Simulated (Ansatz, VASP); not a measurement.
# SrCl2 in VASP and in Ansatz

```
Sr Cl
1.0
     0.00000    3.57201    3.62480
     3.36086    0.00000    3.62480
     3.36086    3.57201    0.00000
Sr Cl
1 2
Direct
  0.00000 0.00000 0.00000
  0.25000 0.25000 0.25000
  0.75000 0.75000 0.75000
```

Change from the starting cell: strain +e along x and -e along y -0.0300, strain +e along z and -e/2 along x and y +0.0300.

Alike in both runs: task single point; functional PBE; k mesh 6 × 6 × 6; occupations gaussian, width 0.05 eV; no spin polarisation.

|  | VASP | Ansatz |
| --- | --- | --- |
| version | VASP 6.6.1 | Ansatz 0.2.0 |
| potentials or method | VASP PAW PBE potentials, release 64 (Sr_sv, Cl), cutoff 520 eV | scalar-relativistic, plane waves, PAW |
| valence electrons in the cell | 24 | 24 |

Ansatz gave:

- gap on the k mesh at the Fermi level (eV): 4.84
- least direct gap on the mesh (eV): 5.10
- pressure (GPa): 0.1
- traceless stress, the component that is largest in VASP (GPa): 2.35

Problem. Which values does VASP return?

Solution. gap on the k mesh at the Fermi level (eV): 4.83; least direct gap on the mesh (eV): 5.09; pressure (GPa): 0.2; traceless stress, the component that is largest in VASP (GPa): 2.34.

With one functional, cell and mesh, what is left measures potentials, basis and numerics.
